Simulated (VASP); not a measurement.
# MgO (Periclase) (I4/mmm) in VASP: further runs

The runs below take MgO (Periclase) through single point, with PBE, r2SCAN.

Program: VASP 6.6.1. These are calculated values, not measurements. Logs are shortened: lines on timing, memory, paths and dates and some standing lists are left out, and cuts for length are marked.

### Step 1. The cell of the first run

It takes space group I4/mmm (No. 139, tetragonal). Conventional cell: a = 2.973 Å, b = 2.973 Å, c = 3.965 Å, α = 90.00°, β = 90.00°, γ = 90.00°. Within 2.6 Å of Mg (site symmetry 4/mmm) lie 6 O at 1.98 to 2.10 Å. O (site symmetry 4/mmm) has 6 Mg at 1.98 to 2.10 Å within 2.6 Å.

### Step 2. Single point, PBE (uniaxial x strain -5.7%)

INCAR

```
SYSTEM = MgO
  PREC = Accurate
  ENCUT = 520
  EDIFF = 1E-6
  ISMEAR = 0
  SIGMA = 0.01
  LREAL = .FALSE.
  LASPH = .TRUE.
  NELM = 80
  ALGO = Normal
  ISIF = 2
  LWAVE = .FALSE.
  LCHARG = .FALSE.
  GGA = PE
  NBANDS = 11
```

KPOINTS

```
Automatic mesh
0
G
  6 6 6
  0 0 0
```

POSCAR

```
MgO
1.0
    0.0000000000      2.1021680256      2.1021680256
    1.9825546649      0.0000000000      2.1021680256
    1.9825546649      2.1021680256      0.0000000000
Mg O
1 1
Direct
    0.0000000000      0.0000000000      0.0000000000
    0.5000000000      0.5000000000      0.5000000000
```

Potentials or basis: VASP PAW PBE potentials, release 64 (Mg, O).

Started as:

```bash
> cat potpaw_PBE.64/Mg/POTCAR potpaw_PBE.64/O/POTCAR > POTCAR
> mpirun -np 1 vasp_std > vasp.out
```

OUTCAR:

```text
SYSTEM = MgO
   PREC = Accurate
   ENCUT = 520
   EDIFF = 1E-6
   ISMEAR = 0
   LREAL = .FALSE.
   LASPH = .TRUE.
   NELM = 80
   ISIF = 2
   GGA = PE

 ion  position               nearest neighbor table
   1  0.000  0.000  0.000-   2 1.98   2 1.98   2 2.10   2 2.10   2 2.10   2 2.10
   2  0.500  0.500  0.500-   1 1.98   1 1.98   1 2.10   1 2.10   1 2.10   1 2.10

  LATTYP: Found a body centered tetragonal cell.
 ALAT       =     2.9729145322
 C/A-ratio  =     1.3337448106

  Lattice vectors:

 A1 = (  -1.9825546649,   0.0000000000,  -2.1021680256)
 A2 = (  -1.9825546649,   0.0000000000,   2.1021680256)
 A3 = (   1.9825546649,   2.1021680256,   0.0000000000)

Analysis of symmetry for initial positions (statically):
=====================================================================
 Subroutine PRICEL returns:
 Original cell was already a primitive cell.

 Routine SETGRP: Setting up the symmetry group for a
 body centered tetragonal supercell.

 Subroutine GETGRP returns: Found 16 space group operations
 (whereof 16 operations were pure point group operations)
 out of a pool of 16 trial point group operations.

The static configuration has the point symmetry D_4h.

Analysis of symmetry for dynamics (positions and initial velocities):
=====================================================================
 Subroutine PRICEL returns:
 Original cell was already a primitive cell.

 Routine SETGRP: Setting up the symmetry group for a
 body centered tetragonal supercell.

 Subroutine GETGRP returns: Found 16 space group operations
 (whereof 16 operations were pure point group operations)
 out of a pool of 16 trial point group operations.

The dynamic configuration has the point symmetry D_4h.

 Subroutine INISYM returns: Found 16 space group operations
 (whereof 16 operations are pure point group operations),
 and found     1 'primitive' translations

----------------------------------------------------------------------------------------

                                     Primitive cell

  volume of cell :      17.5223

  direct lattice vectors                    reciprocal lattice vectors
     0.000000000  2.102168026  2.102168026    -0.252199855  0.237849684  0.237849684
     1.982554665  0.000000000  2.102168026     0.252199855 -0.237849684  0.237849684
     1.982554665  2.102168026  0.000000000     0.252199855  0.237849684 -0.237849684

  length of vectors
     2.972914532  2.889573222  2.889573222     0.420416117  0.420416117  0.420416117

  position of ions in fractional coordinates (direct lattice)
[... 83 lines left out ...]
   IBRION =     -1    ionic relax: 0-MD 1-quasi-New 2-CG
   NFREE  =      0    steps in history (QN), initial steepest desc. (CG)
   ISIF   =      2    stress and relaxation
   ISYM   =      2    0-nonsym 1-usesym 2-fastsym
   POTIM  = 0.5000    time-step for ionic-motion
   TEBEG  =    0.0;   TEEND  =   0.0 temperature during run
   PSTRESS=    0.0 pullay stress
   NELECT =       8.0000    total number of electrons
   NUPDOWN=      -1.0000    fix difference up-down
   EMIN   =  10.00;   EMAX   =-10.00  energy-range for DOS
   EFERMI =   0.00;   METHOD = LEGACY
   ISMEAR =     0;   SIGMA  =   0.01  broadening in eV -4-tet -1-fermi 0-gaus
   EFERMI_NEDOS =   21; number of points for ismear=-14 and -15
   IALGO  =     38    algorithm
   IMIX   =      4    mixing-type and parameters
     AMIX     =   0.40;   BMIX     =  1.00
     AMIX_MAG =   1.60;   BMIX_MAG =  1.00
  volume/ion in A,a.u.               =       8.76        59.12
  Fermi-wavevector in a.u.,A,eV,Ry     =   1.260593  2.382175 21.620939  1.589094
  Thomas-Fermi vector in A             =   2.394095
   LORBIT       =      0    0 simple, 1 ext, 2 COOP (PROOUT), +10 PAW based schemes
   GGA     = PE    functional components
   LHFCALC =     F    Hartree Fock is set to
   AEXX    =    0.0000 exact exchange contribution
   IVDW    =     0    specifies the selected vdW correction
   LEPSILON=     F    determine dielectric tensor
   LRPA    =     F    only Hartree local field effects (RPA)
 non-spin polarized calculation
 Gauss-broadening in eV      SIGMA  =   0.01
  energy-cutoff  :      520.00
  volume of cell :       17.52
 maximum number of plane-waves:       499
 NGX is ok and might be reduce to    24
   NGX = 11   NGY = 11   NGZ = 11

 number of electron       7.9999999 magnetization

 Free energy of the ion-electron system (eV)
  ---------------------------------------------------
  ext. energy  EPLUGINS =         0.00000000
  ---------------------------------------------------
  free energy    TOTEN  =       -11.79283444 eV

  energy without entropy =      -11.79283444  energy(sigma->0) =      -11.79283444

 E-fermi :   3.7793     XC(G=0): -11.3808

 val. band max:        3.7209200568   @ k =   0.0000   0.0000   0.0000
 cond. band min:       9.0246490922   @ k =   0.0000   0.0000   0.0000
 fundamental gap:      5.3037290354
 Fermi energy:         3.7792744136

 k-point     1 :       0.0000    0.0000    0.0000
  band No.  band energies     occupation
      1     -13.9286      2.00000
      2       3.5929      2.00000
      3       3.7209      2.00000
      4       3.7209      2.00000
      5       9.0246      0.00000
      6      19.6739      0.00000
      7      19.6739      0.00000
      8      20.3110      0.00000
      9      23.9837      0.00000
     10      24.7982      0.00000
     11      26.8807      0.00000
[... 309 lines left out ...]
 k-point    24 :       0.3333   -0.3333    0.1667
  band No.  band energies     occupation
      1     -12.2423      2.00000
      2      -0.1474      2.00000
      3       1.0565      2.00000
      4       2.2276      2.00000
      5      14.7913      0.00000
      6      16.1531      0.00000
      7      17.1637      0.00000
      8      21.6251      0.00000
      9      25.6558      0.00000
     10      27.0720      0.00000
     11      31.9929      0.00000

 [... further k-points ...]
[... 5 lines left out ...]
  --------------------------------------------------------------------------------------
  -------------------------------------------------------------------------------------
  Total        3.3495148      1.2249236      1.2249236      0.0000000      0.0000000      0.0000000
  in kB      306.2685966    112.0029723    112.0029723      0.0000000      0.0000000      0.0000000
  external PRESSURE =     176.7581804 kB  Pullay stress =       0.0000000 kB

 VOLUME and BASIS-vectors are now :
 -----------------------------------------------------------------------------
  energy-cutoff  :      520.00
  volume of cell :       17.52
      direct lattice vectors                 reciprocal lattice vectors
     0.000000000  2.102168026  2.102168026    -0.252199855  0.237849684  0.237849684
     1.982554665  0.000000000  2.102168026     0.252199855 -0.237849684  0.237849684
     1.982554665  2.102168026  0.000000000     0.252199855  0.237849684 -0.237849684

 POSITION                                       TOTAL-FORCE (eV/Angst)
 -----------------------------------------------------------------------------------
      0.00000      0.00000      0.00000         0.000000      0.000000     -0.000000
      1.98255      2.10217      2.10217         0.000000      0.000000      0.000000
 -----------------------------------------------------------------------------------
    total drift:                               -0.000000     -0.000000      0.000000

  FREE ENERGIE OF THE ION-ELECTRON SYSTEM (eV)
  ---------------------------------------------------
  free  energy   TOTEN  =       -11.7928344378 eV

  energy  without entropy=      -11.7928344378  energy(sigma->0) =      -11.79283444
```

stdout:

```text
POSCAR found type information on POSCAR MgO
 POSCAR found :  2 types and       2 ions
 scaLAPACK will be used
 LDA part: xc-table for (Slater+PW92), standard interpolation
 POSCAR, INCAR and KPOINTS ok, starting setup
 FFT: planning ... GRIDC
 FFT: planning ... GRID_SOFT
 FFT: planning ... GRID
 WAVECAR not read
 entering main loop
```

Wall time 5.2 s (1 thread of Intel Xeon Platinum 8259CL at 2.50GHz (Skylake/Cascade Lake), shared host); peak memory 0.14 GiB.

Results:

```yaml
Free_energy: -11.7928 eV
Pressure: 17.7 GPa
Band_gap_on_the_k_mesh: 5.30 eV, direct
```

Levels at points of the mesh, in eV from the valence-band top:
| k point | band 1 | band 2 | band 3 | band 4 | band 5 | band 6 | band 7 | band 8 | band 9 |
| --- | --- | --- | --- | --- | --- | --- | --- | --- | --- |
| (0.00, 0.00, 0.00) | -17.65 | -0.13 | 0.00 | 0.00 | 5.30 | 15.95 | 15.95 | 16.59 | 20.26 |
| (0.50, 0.00, 0.00) | -16.19 | -4.94 | -0.84 | -0.71 | 8.25 | 13.27 | 16.28 | 17.76 | 21.80 |
| (0.50, 0.50, 0.00) | -15.98 | -4.47 | -1.56 | -1.21 | 9.40 | 10.70 | 13.49 | 19.59 | 20.79 |
| (0.00, 0.50, 0.50) | -15.81 | -4.21 | -1.66 | -1.66 | 8.74 | 10.63 | 14.29 | 19.49 | 19.49 |

Caveat: the k points lie up to 0.44 Å⁻¹ apart; the cell differs from its parent crystal (uniaxial x strain -5.7%).

(Continued in part 2 of 3.)
